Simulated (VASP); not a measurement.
**BiS: single point with PBE+D4**

Crystal: BiS.

```
Bi S
1.0
     3.54732    0.00000    0.00000
     0.00000    3.54732    0.00000
     0.00000    0.00000    3.54732
Bi S
1 1
Direct
  0.50000 0.50000 0.50000
  0.00000 0.00000 0.00000
```

```yaml
Program: VASP 6.6.1
Task: single point
Functional: PBE
Dispersion: D4
Potentials_or_basis: VASP PAW PBE potentials, release 64 (Bi_d, S)
Cutoff: 520 eV
k_mesh: 7 × 7 × 7
Occupations: fermi-dirac, width 0.05 eV
Spin: no spin polarisation
Dipole_correction: no
Further_INCAR_settings: ALGO = Normal; EDIFF = 1e-07; NBANDS = 18
```

```json
{"Pressure": "-0.1 GPa", "Dispersion energy per atom": "-0.508 eV"}
```

Levels at points of the mesh, in eV from the Fermi level:
```csv
k point,band 7,band 8,band 9,band 10,band 11,band 12,band 13,band 14
"(0.00, 0.00, 0.00)",-9.36,-3.40,-3.40,-3.40,3.58,3.58,4.47,4.47
```

Run time: 21 s on 1 thread of AMD EPYC 7R13 (shared host), peak memory 0.13 GiB.

Caveat: spin-orbit coupling is left out, which moves the levels of the heavy elements; pairwise dispersion overbinds metals, which lowers pressure and volume.
